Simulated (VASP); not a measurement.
Input of a VASP 6.6.1 run:

The input INCAR:

```
SYSTEM = BeZn4O
PREC = Accurate
ENCUT = 520
EDIFF = 1E-6
ISMEAR = 0
SIGMA = 0.1
LREAL = .False.
LASPH = .True.
NELM = 150
ALGO = Normal
ISIF = 2
LWAVE = .False.
LCHARG = .False.
ISPIN = 2
MAGMOM = 0 0 0 0 0 1
LORBIT = 11
GGA = PE
NBANDS = 41
```

The input KPOINTS:

```
regular mesh
0
Gamma
  4 4 4
  0 0 0
```

The input POSCAR:

```
BeZn4O
1.0
    0.0000000000      3.4909526946      3.4909526946
    3.4909526946      0.0000000000      3.4909526946
    3.4909526946      3.4909526946      0.0000000000
Be Zn O
1 4 1
Direct
    0.7500000000      0.7500000000      0.7500000000
    0.8747690274      0.3750769909      0.3750769909
    0.3750769909      0.3750769909      0.3750769909
    0.3750769909      0.8747690274      0.3750769909
    0.3750769909      0.3750769909      0.8747690274
    0.0000000000      0.0000000000      0.0000000000
```

Potentials or basis: VASP PAW PBE potentials, release 64 (Be, Zn, O).

Launch:

```console
$ cat potpaw_PBE.64/Be/POTCAR potpaw_PBE.64/Zn/POTCAR potpaw_PBE.64/O/POTCAR > POTCAR
$ mpirun -np 1 vasp_std > vasp.out
```

Predict the largest force.

0.055 eV/Å.

Predict the net moment.

0.00 μB per cell.

What does it give for the band gap on the k mesh?

Zero (filled and empty bands overlap).

Forces in eV/Å, atoms in the order of the input:
```
Be   0.000  0.000  0.000
Zn   0.032 -0.032 -0.032
Zn   0.032  0.032  0.032
Zn  -0.032  0.032 -0.032
Zn  -0.032 -0.032  0.032
O    0.000  0.000  0.000
```

Caveat: the k points lie up to 0.39 Å⁻¹ apart, too coarse for converged energies and pressures of a metal; semilocal functionals underestimate gaps, so a narrow gap can read as zero.
